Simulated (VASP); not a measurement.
BaTiO3, 5 atoms in the cell. Symmetry: Pm-3m, No. 221, cubic system. The conventional cell has a = 4.006 Å, b = 4.006 Å, c = 4.006 Å, α = 90.00°, β = 90.00°, γ = 90.00°. Within 3.7 Å of Ba (site symmetry m-3m) lie 12 O at 2.83 Å and 8 Ti at 3.47 Å. Ti (site symmetry m-3m) has 6 O at 2.00 Å within 2.7 Å. Within 2.7 Å of O (site symmetry 4/mmm) lie 2 Ti at 2.00 Å. 

| Item | Value |
| --- | --- |
| Program | VASP 6.6.1 |
| Task | relaxation of cell and atoms |
| Functional | revPBE |
| Dispersion | D3(BJ) |
| Potentials or basis | VASP PAW PBE potentials, release 64 (Ba_sv, Ti_sv, O) |
| Cutoff | 600 eV |
| k mesh | 6 × 6 × 6 |
| Occupations | gaussian, width 0.01 eV |
| Spin | no spin polarisation |
| Dipole correction | no |
| Further INCAR settings | ALGO = Normal; EDIFF = 1e-07; IBRION = 2; EDIFFG = -0.01; NSW = 80; ISIF = 3 |

Potentials or basis: VASP PAW PBE potentials, release 64 (Ba_sv, Ti_sv, O).

Command:

```bash
$ cat potpaw_PBE.64/Ba_sv/POTCAR potpaw_PBE.64/Ti_sv/POTCAR potpaw_PBE.64/O/POTCAR > POTCAR
$ mpirun -np 1 vasp_std > vasp.out
```

Hardware: 1 thread of Intel(R) Xeon(R) 6975P-C (Granite Rapids), with other jobs on the host.

**Question.** Estimate the wall time of this run.

**Answer.** It took 15 s on 1 thread of Intel(R) Xeon(R) 6975P-C (Granite Rapids), on a shared host, peak memory 0.21 GiB. Counts: scf iterations 17, k points 20, ion steps 1.
